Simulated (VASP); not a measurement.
# CdSe (P6_3mc) in VASP: notebook

CdSe is run at these levels: PBE; tasks: single point.

Everything below comes from runs of VASP 6.6.1. Logs are shortened: lines on timing, memory, paths and dates and some standing lists are left out, and cuts for length are marked.

**1. The cell of the first run**

It takes space group P6_3mc (No. 186, hexagonal). Conventional cell: a = 4.300 Å, b = 4.300 Å, c = 7.020 Å, α = 90.00°, β = 90.00°, γ = 120.00°. Cd (site symmetry 3m) has 4 Se at 2.61 to 2.70 Å within 3.4 Å. Within 3.4 Å of Se (site symmetry 3m) lie 4 Cd at 2.61 to 2.70 Å.

**2. Single point, PBE**

File INCAR:

```
SYSTEM = CdSe
PREC = Accurate ; ENCUT = 520
EDIFF = 1E-6 ; ISMEAR = 0
SIGMA = 0.01 ; LREAL = .False.
LASPH = .True. ; NELM = 60
ALGO = Normal ; ISIF = 2
LWAVE = .False. ; LCHARG = .True.
GGA = PE ; LELF = .True.
LVHAR = .True. ; NBANDS = 26
```

File KPOINTS:

```
Automatic mesh
0
Gamma
  6 6 4
  0 0 0
```

File POSCAR:

```
CdSe
1.0
    4.3000000000      0.0000000000      0.0000000000
   -2.1500000000      3.7239090000      0.0000000000
    0.0000000000      0.0000000000      7.0200000000
Cd Se
2 2
Direct
    0.3333333333      0.6666666667      0.0000000000
    0.6666666667      0.3333333333      0.5000000000
    0.3333333333      0.6666666667      0.3850000000
    0.6666666667      0.3333333333      0.8850000000
```

Potentials or basis: VASP PAW PBE potentials, release 64 (Cd, Se).

Launch:

```console
$ cat potpaw_PBE.64/Cd/POTCAR potpaw_PBE.64/Se/POTCAR > POTCAR
$ mpirun -np 1 vasp_std > vasp.out
```

OUTCAR:

```text
SYSTEM = CdSe
   PREC = Accurate
   ENCUT = 520
   EDIFF = 1E-6
   ISMEAR = 0
   LREAL = .False.
   LASPH = .True.
   NELM = 60
   ISIF = 2
   GGA = PE

 ion  position               nearest neighbor table
   1  0.333  0.667  0.000-   4 2.61   4 2.61   4 2.61   3 2.70
   2  0.667  0.333  0.500-   3 2.61   3 2.61   3 2.61   4 2.70
   3  0.333  0.667  0.385-   2 2.61   2 2.61   2 2.61   1 2.70
   4  0.667  0.333  0.885-   1 2.61   1 2.61   1 2.61   2 2.70

  LATTYP: Found a hexagonal cell.
 ALAT       =     4.3000000000
 C/A-ratio  =     1.6325581395

  Lattice vectors:

 A1 = (   4.3000000000,   0.0000000000,   0.0000000000)
 A2 = (  -2.1500000000,   3.7239090000,   0.0000000000)
 A3 = (   0.0000000000,   0.0000000000,   7.0200000000)

Analysis of symmetry for initial positions (statically):
=====================================================================
 Subroutine PRICEL returns:
 Original cell was already a primitive cell.

 Routine SETGRP: Setting up the symmetry group for a
 hexagonal supercell.

 Subroutine GETGRP returns: Found 12 space group operations
 (whereof  6 operations were pure point group operations)
 out of a pool of 24 trial point group operations.

The static configuration has the point symmetry C_3v.
 The point group associated with its full space group is C_6v.

Analysis of symmetry for dynamics (positions and initial velocities):
=====================================================================
 Subroutine PRICEL returns:
 Original cell was already a primitive cell.

 Routine SETGRP: Setting up the symmetry group for a
 hexagonal supercell.

 Subroutine GETGRP returns: Found 12 space group operations
 (whereof  6 operations were pure point group operations)
 out of a pool of 24 trial point group operations.

The dynamic configuration has the point symmetry C_3v.
 The point group associated with its full space group is C_6v.

 Subroutine INISYM returns: Found 12 space group operations
 (whereof  6 operations are pure point group operations),
 and found     1 'primitive' translations

----------------------------------------------------------------------------------------

                                     Primitive cell

  volume of cell :     112.4099

  direct lattice vectors                    reciprocal lattice vectors
     4.300000000  0.000000000  0.000000000     0.232558140  0.134267513  0.000000000
    -2.150000000  3.723909000  0.000000000     0.000000000  0.268535026  0.000000000
     0.000000000  0.000000000  7.020000000     0.000000000  0.000000000  0.142450142
[... 85 lines left out ...]
   LREAL  =      F    real-space projection
   EDIFFG = 0.1E-04   stopping-criterion for IOM
   NSW    =      0    number of steps for IOM
   IBRION =     -1    ionic relax: 0-MD 1-quasi-New 2-CG
   NFREE  =      0    steps in history (QN), initial steepest desc. (CG)
   ISIF   =      2    stress and relaxation
   ISYM   =      2    0-nonsym 1-usesym 2-fastsym
   POTIM  = 0.5000    time-step for ionic-motion
   TEBEG  =    0.0;   TEEND  =   0.0 temperature during run
   PSTRESS=    0.0 pullay stress
   NELECT =      36.0000    total number of electrons
   NUPDOWN=      -1.0000    fix difference up-down
   EMIN   =  10.00;   EMAX   =-10.00  energy-range for DOS
   EFERMI =   0.00;   METHOD = LEGACY
   ISMEAR =     0;   SIGMA  =   0.01  broadening in eV -4-tet -1-fermi 0-gaus
   EFERMI_NEDOS =   21; number of points for ismear=-14 and -15
   IALGO  =     38    algorithm
   IMIX   =      4    mixing-type and parameters
     AMIX     =   0.40;   BMIX     =  1.00
     AMIX_MAG =   1.60;   BMIX_MAG =  1.00
  volume/ion in A,a.u.               =      28.10       189.64
  Fermi-wavevector in a.u.,A,eV,Ry     =   1.120059  2.116604 17.068938  1.254532
  Thomas-Fermi vector in A             =   2.256702
   LORBIT       =      0    0 simple, 1 ext, 2 COOP (PROOUT), +10 PAW based schemes
   GGA     = PE    functional components
   LHFCALC =     F    Hartree Fock is set to
   AEXX    =    0.0000 exact exchange contribution
   IVDW    =     0    specifies the selected vdW correction
   LEPSILON=     F    determine dielectric tensor
   LRPA    =     F    only Hartree local field effects (RPA)
 non-spin polarized calculation
 Gauss-broadening in eV      SIGMA  =   0.01
  energy-cutoff  :      520.00
  volume of cell :      112.41
 maximum number of plane-waves:      3042
 NGX is ok and might be reduce to    32
   NGX = 15   NGY = 15   NGZ = 27

 number of electron      35.9999998 magnetization

 Free energy of the ion-electron system (eV)
  ---------------------------------------------------
  ext. energy  EPLUGINS =         0.00000000
  ---------------------------------------------------
  free energy    TOTEN  =       -10.90127414 eV

  energy without entropy =      -10.90127414  energy(sigma->0) =      -10.90127414

 E-fermi :   1.0138     XC(G=0):  -8.8814

 val. band max:        0.9378329429   @ k =   0.0000   0.0000   0.0000
 cond. band min:       1.6397580522   @ k =   0.0000   0.0000   0.0000
 fundamental gap:      0.7019251094
 Fermi energy:         1.0138436035

 k-point     1 :       0.0000    0.0000    0.0000
  band No.  band energies     occupation
      1     -11.6566      2.00000
      2     -11.2904      2.00000
      3      -6.9987      2.00000
      4      -6.9987      2.00000
      5      -6.9432      2.00000
      6      -6.9432      2.00000
[... 598 lines left out ...]
     25       9.7057      0.00000
     26       9.7058      0.00000

------------------------ aborting loop because EDIFF is reached ----------------------------------------

  FORCE on cell =-STRESS in cart. coord.  units (eV):
  Direction    XX          YY          ZZ          XY          YZ          ZX
  --------------------------------------------------------------------------------------
  -------------------------------------------------------------------------------------
  Total        2.8386945      2.8386942      1.3477656      0.0000000     -0.0000000      0.0000000
  in kB       40.4598822     40.4598770     19.2096885      0.0000000     -0.0000000      0.0000000
  external PRESSURE =      33.3764825 kB  Pullay stress =       0.0000000 kB

 VOLUME and BASIS-vectors are now :
 -----------------------------------------------------------------------------
  energy-cutoff  :      520.00
  volume of cell :      112.41
      direct lattice vectors                 reciprocal lattice vectors
     4.300000000  0.000000000  0.000000000     0.232558140  0.134267513  0.000000000
    -2.150000000  3.723909000  0.000000000     0.000000000  0.268535026  0.000000000
     0.000000000  0.000000000  7.020000000     0.000000000  0.000000000  0.142450142

 POSITION                                       TOTAL-FORCE (eV/Angst)
 -----------------------------------------------------------------------------------
     -0.00000      2.48261      0.00000        -0.000000     -0.000000      0.292263
      2.15000      1.24130      3.51000         0.000000      0.000000      0.292263
     -0.00000      2.48261      2.70270        -0.000000     -0.000000     -0.292263
      2.15000      1.24130      6.21270         0.000000      0.000000     -0.292263
 -----------------------------------------------------------------------------------
    total drift:                               -0.000000     -0.000000      0.000092

  FREE ENERGIE OF THE ION-ELECTRON SYSTEM (eV)
  ---------------------------------------------------
  free  energy   TOTEN  =       -10.9012741408 eV

  energy  without entropy=      -10.9012741408  energy(sigma->0) =      -10.90127414
```

OSZICAR:

```text
N       E                     dE             d eps       ncg     rms          rms(c)
DAV:   1     0.239258282910E+03    0.23926E+03   -0.17033E+04  1092   0.125E+03
DAV:   2     0.126158477089E+01   -0.23800E+03   -0.23049E+03  1186   0.306E+02
DAV:   3    -0.115442704667E+02   -0.12806E+02   -0.12732E+02  1322   0.708E+01
DAV:   4    -0.116546081748E+02   -0.11034E+00   -0.11023E+00  1198   0.613E+00
DAV:   5    -0.116552585231E+02   -0.65035E-03   -0.65033E-03  1238   0.467E-01    0.888E+00
DAV:   6    -0.109359906324E+02    0.71927E+00   -0.12350E+00  1310   0.110E+01    0.697E+00
DAV:   7    -0.109026841160E+02    0.33307E-01   -0.54305E-01  1164   0.375E+00    0.258E+00
DAV:   8    -0.109009167348E+02    0.17674E-02   -0.57053E-02  1140   0.239E+00    0.396E-01
DAV:   9    -0.109010369733E+02   -0.12024E-03   -0.73749E-03  1196   0.985E-01    0.111E-01
DAV:  10    -0.109011823831E+02   -0.14541E-03   -0.82465E-04  1156   0.311E-01    0.717E-02
DAV:  11    -0.109012748889E+02   -0.92506E-04   -0.20188E-04  1132   0.815E-02    0.266E-02
DAV:  12    -0.109012725803E+02    0.23086E-05   -0.38464E-05  1264   0.662E-02    0.942E-03
DAV:  13    -0.109012739193E+02   -0.13390E-05   -0.11229E-05  1120   0.316E-02    0.374E-03
DAV:  14    -0.109012741408E+02   -0.22144E-06   -0.64818E-07   850   0.404E-03
   1 F= -.10901274E+02 E0= -.10901274E+02  d E =-.634066E-29
```

stdout:

```text
POSCAR found type information on POSCAR CdSe
 POSCAR found :  2 types and       4 ions
 scaLAPACK will be used
 LDA part: xc-table for (Slater+PW92), standard interpolation
 POSCAR, INCAR and KPOINTS ok, starting setup
 FFT: planning ... GRIDC
 FFT: planning ... GRID_SOFT
 FFT: planning ... GRID
 WAVECAR not read
 entering main loop
```

Wall time 99 s (1 thread of Intel Xeon 8259CL, shared host); peak memory 0.25 GiB.

Results:

* Free energy: -10.9013 eV
* Pressure: 3.3 GPa
* Largest force: 0.292 eV/Å
* Band gap on the k mesh: 0.70 eV

Forces in eV/Å, atoms in the order of the input:
```
Cd   0.000  0.000  0.292
Cd   0.000  0.000  0.292
Se   0.000  0.000 -0.292
Se   0.000  0.000 -0.292
```

Caveat: the cell stands under pressure.

**3. Single point, PBE**

File INCAR:

```
ALGO = Normal
EDIFF = 1E-6
ENCUT = 520
GGA = PE
ISIF = 2
ISMEAR = 0
LASPH = True
LCHARG = False
LREAL = False
LWAVE = False
NBANDS = 26
NELM = 80
PREC = Accurate
SIGMA = 0.01
```

File KPOINTS:

```
k-points
0
Gamma
  6 6 4
```

POSCAR is that of step 2.

Potentials or basis: VASP PAW PBE potentials, release 64 (Cd, Se).

Launch:

```console
$ cat potpaw_PBE.64/Cd/POTCAR potpaw_PBE.64/Se/POTCAR > POTCAR
$ mpirun -np 1 vasp_std > vasp.out
```

Run time: 1.8 min. Hardware: 1 thread of Intel Xeon 8259CL, shared host; peak memory 0.25 GiB.

Results (log left out):

```
Free energy            : -10.9013 eV
Pressure               : 3.3 GPa
Largest force          : 0.292 eV/Å
Band gap on the k mesh : 0.70 eV
```

Forces in eV/Å, atoms in the order of the input:
```
Cd   0.000  0.000  0.292
Cd   0.000  0.000  0.292
Se   0.000  0.000 -0.292
Se   0.000  0.000 -0.292
```

Stress tensor (GPa, compression positive):
```
4.05 0.00 0.00
0.00 4.05 0.00
0.00 0.00 1.92
```

Levels at points of the mesh, in eV from the valence-band top:
| k point | band 16 | band 17 | band 18 | band 19 | band 20 | band 21 |
| --- | --- | --- | --- | --- | --- | --- |
| (0.00, 0.00, 0.00) | -0.01 | 0.00 | 0.00 | 0.70 | 2.12 | 5.88 |
| (0.50, 0.00, 0.00) | -1.86 | -1.24 | -0.83 | 3.23 | 3.30 | 4.80 |
| (0.00, 0.00, 0.50) | -0.37 | -0.37 | -0.37 | 2.34 | 2.34 | 5.83 |
| (0.50, 0.00, 0.50) | -1.38 | -1.29 | -1.29 | 2.99 | 2.99 | 4.78 |

Caveat: the cell stands under pressure. Expect the measured gap to be larger: semilocal functionals such as PBE lack the derivative discontinuity.
